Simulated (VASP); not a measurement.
Here is a VASP 6.6.1 calculation.

Contents of INCAR:

```
SYSTEM = TaN
PREC = Accurate ; ENCUT = 520
EDIFF = 1E-7 ; ISMEAR = 0
SIGMA = 0.05 ; LREAL = .False.
LASPH = .True. ; NELM = 150
ALGO = Normal ; ISIF = 2
LWAVE = .False. ; LCHARG = .False.
ISPIN = 2 ; MAGMOM = 0.05 -0.05 -0.05 0 0 0
LORBIT = 11 ; LMAXMIX = 4
GGA = RP ; IVDW = 13
NBANDS = 37
```

Contents of KPOINTS:

```
Automatic mesh
0
Gamma
  6 6 8
  0 0 0
```

File POSCAR:

```
TaN
1.0
    5.2677757186      0.0000000000      0.0000000000
   -2.6338878593      4.5620275938      0.0000000000
    0.0000000000      0.0000000000      2.9191162943
Ta N
3 3
Direct
    0.0000000000      0.0000000000      0.0000000000
    0.3333333333      0.6666666667      0.5000000000
    0.6666666667      0.3333333333      0.5000000000
    0.5000000000      0.0000000000      0.0000000000
    0.5000000000      0.5000000000      0.0000000000
    0.0000000000      0.5000000000      0.0000000000
```

Potentials or basis: VASP PAW PBE potentials, release 64 (Ta_pv, N).

Launch:

```console
$ cat potpaw_PBE.64/Ta_pv/POTCAR potpaw_PBE.64/N/POTCAR > POTCAR
$ mpirun -np 1 vasp_std > vasp.out
```

Question: Predict the dispersion energy per atom.

Answer: -0.575 eV.

Question: Predict the band gap on the k mesh.

Answer: Zero (filled and empty bands overlap).

Stress tensor (GPa, compression positive):
```
-4.02  0.00  0.00
 0.00 -4.02  0.00
 0.00  0.00 -3.92
```

Caveat: the cell stands under tension; the PAW data sets were made with another functional, which shifts forces and pressure a little; spin-orbit coupling is left out, which moves the levels of the heavy elements.
